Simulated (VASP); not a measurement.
# In2PtSe5 (P3m1) in VASP: further runs, part 2 of 2

VASP 6.6.1.

**3. Single point, PBE (27.13 Å³/atom)**

This run uses another cell than the first one, of 27.13 Å³/atom.

Contents of INCAR:

```
SYSTEM = In2PtSe5
PREC = Accurate
ENCUT = 500
EDIFF = 1E-6
ISMEAR = 0
SIGMA = 0.02
LREAL = .False.
LASPH = .True.
NELM = 120
ALGO = Normal
ISIF = 2
LWAVE = .False.
LCHARG = .False.
GGA = PE
NBANDS = 43
GGA_COMPAT = .False.
```

Contents of KPOINTS:

```
Automatic mesh
0
Gamma
  12 12 2
  0 0 0
```

Contents of POSCAR:

```
In2PtSe5
1.0
    3.9404177295      0.0000000000      0.0000000000
   -1.9702088647      3.4125018553      0.0000000000
    0.0000000000      0.0000000000     16.1422029967
In Pt Se
2 1 5
Direct
    0.3333333333      0.6666666667      0.6401039445
    0.6666666667      0.3333333333      0.3763033550
    0.0000000000      0.0000000000      0.0091205182
    0.6666666667      0.3333333333      0.9345901867
    0.3333333333      0.6666666667      0.0839845163
    0.0000000000      0.0000000000      0.7221375959
    0.3333333333      0.6666666667      0.4823405248
    0.0000000000      0.0000000000      0.2894193585
```

Potentials or basis: VASP PAW PBE potentials, release 64 (In_d, Pt, Se).

The run is started by

```sh
cat potpaw_PBE.64/In_d/POTCAR potpaw_PBE.64/Pt/POTCAR potpaw_PBE.64/Se/POTCAR > POTCAR
mpirun -np 1 vasp_std > vasp.out
```

OUTCAR:

```text
SYSTEM = In2PtSe5
   PREC = Accurate
   ENCUT = 500
   EDIFF = 1E-6
   ISMEAR = 0
   LREAL = .False.
   LASPH = .True.
   NELM = 120
   ISIF = 2
   GGA = PE

 ion  position               nearest neighbor table
   1  0.333  0.667  0.640-   7 2.55   6 2.63   6 2.63   6 2.63
   2  0.667  0.333  0.376-   8 2.67   8 2.67   8 2.67   7 2.85   7 2.85   7 2.85
   3  0.000  0.000  0.009-   4 2.57   4 2.57   4 2.57   5 2.58   5 2.58   5 2.58
   4  0.667  0.333  0.935-   3 2.57   3 2.57   3 2.57
   5  0.333  0.667  0.084-   3 2.58   3 2.58   3 2.58
   6  0.000  0.000  0.722-   1 2.63   1 2.63   1 2.63
   7  0.333  0.667  0.482-   1 2.55   2 2.85   2 2.85   2 2.85
   8  0.000  0.000  0.289-   2 2.67   2 2.67   2 2.67

  LATTYP: Found a hexagonal cell.
 ALAT       =     3.9404177295
 C/A-ratio  =     4.0965715071

  Lattice vectors:

 A1 = (   3.9404177295,   0.0000000000,   0.0000000000)
 A2 = (  -1.9702088647,   3.4125018553,   0.0000000000)
 A3 = (   0.0000000000,   0.0000000000,  16.1422029967)

Analysis of symmetry for initial positions (statically):
=====================================================================
 Subroutine PRICEL returns:
 Original cell was already a primitive cell.

 Routine SETGRP: Setting up the symmetry group for a
 hexagonal supercell.

 Subroutine GETGRP returns: Found  6 space group operations
 (whereof  6 operations were pure point group operations)
 out of a pool of 24 trial point group operations.

The static configuration has the point symmetry C_3v.

Analysis of symmetry for dynamics (positions and initial velocities):
=====================================================================
 Subroutine PRICEL returns:
 Original cell was already a primitive cell.

 Routine SETGRP: Setting up the symmetry group for a
 hexagonal supercell.

 Subroutine GETGRP returns: Found  6 space group operations
[... 138 lines left out ...]
  Thomas-Fermi vector in A             =   2.237273
   LORBIT       =      0    0 simple, 1 ext, 2 COOP (PROOUT), +10 PAW based schemes
   GGA     = PE    functional components
   LHFCALC =     F    Hartree Fock is set to
   AEXX    =    0.0000 exact exchange contribution
   IVDW    =     0    specifies the selected vdW correction
   LEPSILON=     F    determine dielectric tensor
   LRPA    =     F    only Hartree local field effects (RPA)
 non-spin polarized calculation
 Gauss-broadening in eV      SIGMA  =   0.02
  energy-cutoff  :      500.00
  volume of cell :      217.06
 maximum number of plane-waves:      5544
 NGX is ok and might be reduce to    30
   NGX = 15   NGY = 15   NGZ = 59

 number of electron      65.9999998 magnetization

 Free energy of the ion-electron system (eV)
  ---------------------------------------------------
  ext. energy  EPLUGINS =         0.00000000
  ---------------------------------------------------
  free energy    TOTEN  =       -32.19407984 eV

  energy without entropy =      -32.19407984  energy(sigma->0) =      -32.19407984

 E-fermi :   3.7322     XC(G=0):  -9.0888

 val. band max:        3.5871744145   @ k =   0.1667   0.0833   0.5000
 cond. band min:       4.4328054512   @ k =   0.0000   0.0000   0.0000
 fundamental gap:      0.8456310367
 Fermi energy:         3.7321589593

 k-point     1 :       0.0000    0.0000    0.0000
  band No.  band energies     occupation
      1     -11.4001      2.00000
      2     -11.2767      2.00000
      3     -11.2767      2.00000
      4     -11.1544      2.00000
      5     -11.1544      2.00000
      6     -10.5022      2.00000
[... 1093 lines left out ...]
     42       9.2065      0.00000
     43       9.7845      0.00000

 [... further k-points ...]

------------------------ aborting loop because EDIFF is reached ----------------------------------------

  FORCE on cell =-STRESS in cart. coord.  units (eV):
  Direction    XX          YY          ZZ          XY          YZ          ZX
  --------------------------------------------------------------------------------------
  -------------------------------------------------------------------------------------
  Total        0.3390200      0.3390200      0.3889168      0.0000000     -0.0000000      0.0000000
  in kB        2.5024069      2.5024069      2.8707102      0.0000000     -0.0000000      0.0000000
  external PRESSURE =       2.6251747 kB  Pullay stress =       0.0000000 kB

 VOLUME and BASIS-vectors are now :
 -----------------------------------------------------------------------------
  energy-cutoff  :      500.00
  volume of cell :      217.06
      direct lattice vectors                 reciprocal lattice vectors
     3.940417730  0.000000000  0.000000000     0.253780200  0.146520067  0.000000000
    -1.970208865  3.412501855  0.000000000     0.000000000  0.293040134  0.000000000
     0.000000000  0.000000000 16.142202997     0.000000000  0.000000000  0.061949413

 POSITION                                       TOTAL-FORCE (eV/Angst)
 -----------------------------------------------------------------------------------
     -0.00000      2.27500     10.33269        -0.000000      0.000000      0.006242
      1.97021      1.13750      6.07437         0.000000     -0.000000      0.000119
      0.00000      0.00000      0.14723         0.000000     -0.000000     -0.001481
      1.97021      1.13750     15.08634        -0.000000     -0.000000      0.005117
     -0.00000      2.27500      1.35570        -0.000000      0.000000     -0.003480
      0.00000      0.00000     11.65689         0.000000     -0.000000      0.011003
     -0.00000      2.27500      7.78604         0.000000     -0.000000     -0.008860
      0.00000      0.00000      4.67187        -0.000000      0.000000     -0.008660
 -----------------------------------------------------------------------------------
    total drift:                                0.000000     -0.000000      0.000270

  FREE ENERGIE OF THE ION-ELECTRON SYSTEM (eV)
  ---------------------------------------------------
  free  energy   TOTEN  =       -32.1940798430 eV

  energy  without entropy=      -32.1940798430  energy(sigma->0) =      -32.19407984
```

OSZICAR:

```text
N       E                     dE             d eps       ncg     rms          rms(c)
DAV:   1     0.600577523032E+03    0.60058E+03   -0.27576E+04  3268   0.150E+03
DAV:   2     0.575557562844E+02   -0.54302E+03   -0.51550E+03  3397   0.373E+02
DAV:   3    -0.286164345615E+02   -0.86172E+02   -0.81478E+02  4071   0.158E+02
DAV:   4    -0.336213572460E+02   -0.50049E+01   -0.49391E+01  3936   0.387E+01
DAV:   5    -0.338270906832E+02   -0.20573E+00   -0.20536E+00  4880   0.830E+00    0.132E+01
DAV:   6    -0.325069196376E+02    0.13202E+01   -0.58032E+00  3933   0.254E+01    0.828E+00
DAV:   7    -0.322430949680E+02    0.26382E+00   -0.21864E+00  4184   0.936E+00    0.376E+00
DAV:   8    -0.321995298703E+02    0.43565E-01   -0.21671E-01  4712   0.286E+00    0.120E+00
DAV:   9    -0.321946106215E+02    0.49192E-02   -0.63379E-02  4069   0.164E+00    0.501E-01
DAV:  10    -0.321937270796E+02    0.88354E-03   -0.90774E-03  4488   0.634E-01    0.208E-01
DAV:  11    -0.321939755252E+02   -0.24845E-03   -0.15114E-03  4242   0.242E-01    0.960E-02
DAV:  12    -0.321940299591E+02   -0.54434E-04   -0.13668E-04  4992   0.848E-02    0.509E-02
DAV:  13    -0.321940745039E+02   -0.44545E-04   -0.86939E-05  3631   0.540E-02    0.147E-02
DAV:  14    -0.321940779184E+02   -0.34145E-05   -0.97051E-06  4216   0.204E-02    0.998E-03
DAV:  15    -0.321940795831E+02   -0.16648E-05   -0.39331E-06  3421   0.862E-03    0.459E-03
DAV:  16    -0.321940798430E+02   -0.25985E-06   -0.46900E-07  2648   0.422E-03
   1 F= -.32194080E+02 E0= -.32194080E+02  d E =-.714591E-26
```

It took 2.9 min on 1 thread of Intel Xeon 6975P-C (Granite Rapids), shared host; peak memory 0.5 GiB.

What came out:

| Item | Value |
| --- | --- |
| Free energy | -32.1941 eV |
| Pressure | 0.3 GPa |
| Largest force | 0.011 eV/Å |
| Band gap on the k mesh | 0.85 eV (least direct gap 0.99 eV) |

Forces in eV/Å, atoms in the order of the input:
```
In   0.000  0.000  0.006
In   0.000  0.000  0.000
Pt   0.000  0.000 -0.001
Se   0.000  0.000  0.005
Se   0.000  0.000 -0.003
Se   0.000  0.000  0.011
Se   0.000  0.000 -0.009
Se   0.000  0.000 -0.009
```

Levels at points of the mesh, in eV from the valence-band top:
| k point | band 30 | band 31 | band 32 | band 33 | band 34 | band 35 | band 36 | band 37 |
| --- | --- | --- | --- | --- | --- | --- | --- | --- |
| (0.00, 0.00, 0.00) | -0.50 | -0.38 | -0.18 | -0.18 | 0.85 | 2.21 | 2.29 | 2.29 |
| (0.50, 0.00, 0.00) | -1.89 | -1.36 | -1.21 | -0.42 | 1.26 | 1.36 | 1.95 | 2.20 |
| (0.00, 0.00, 0.50) | -0.50 | -0.50 | -0.18 | -0.18 | 1.09 | 2.13 | 2.29 | 2.29 |
| (0.50, 0.00, 0.50) | -1.88 | -1.42 | -1.14 | -0.42 | 1.08 | 1.68 | 1.81 | 2.20 |

Caveat: spin-orbit coupling is left out, which moves the levels of the heavy elements; this functional lacks dispersion, which binds layers or chains, so the pressure and a relaxed spacing across them are unreliable.
